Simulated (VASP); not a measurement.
Runs of VASP 6.6.1 on Be2ZnO3. The structure is that of space group P6/mmm (No. 191), or close to it. The cells are those of the table. The cell was built from a structure type or drawn by symmetry, and may not be a known phase.

```tsv
task	spin	cell	k mesh	cutoff (eV)	gap on the mesh (eV)	pressure (GPa)	moment (μB)	relaxed volume (Å³/atom)
single point	off	a = 4.865, b = 4.865, c = 2.401 Å, angles 90.0, 90.0, 120.0°, 6 atoms	12 × 12 × 16	520	none	0.3	-	-
single point	off	a = 4.910, b = 4.910, c = 2.365 Å, angles 90.0, 90.0, 120.0°, 6 atoms	6 × 6 × 6	520	none	0.3	-	-
relaxation of cell and atoms	off	relaxed from a = 4.910, b = 4.910, c = 2.365 Å, angles 90.0, 90.0, 120.0°, 6 atoms	12 × 12 × 16	600	none	0.0	-	8.20
single point	off	a = 4.745, b = 4.745, c = 2.635 Å, angles 90.0, 90.0, 120.0°, 6 atoms	6 × 6 × 6	520	none	-7.2	-	-
single point	collinear, ferromagnetic start	a = 4.745, b = 4.745, c = 2.635 Å, angles 90.0, 90.0, 120.0°, 6 atoms	6 × 6 × 6	520	none	-7.2	0.00	-
single point	collinear, ferromagnetic start	a = 4.910, b = 4.910, c = 2.365 Å, angles 90.0, 90.0, 120.0°, 6 atoms	6 × 6 × 8	520	none	(a)	0.00	-
relaxation of cell and atoms	off	relaxed from a = 4.745, b = 4.745, c = 2.635 Å, angles 90.0, 90.0, 120.0°, 6 atoms	6 × 6 × 6	600	none	-0.2	-	8.24
```

Alike in all rows: level PBE; potentials or basis VASP PAW PBE potentials, release 64 (Be, Zn, O); smearing gaussian 0.1 eV.

**Question.** Estimate the missing entries.

**Answer.** (a) 0.4.

Caveats: some runs use coarse meshes; semilocal functionals underestimate gaps, so a narrow gap can read as zero (at least some runs).

A gap of «none» marks levels without a gap at the run's occupations.
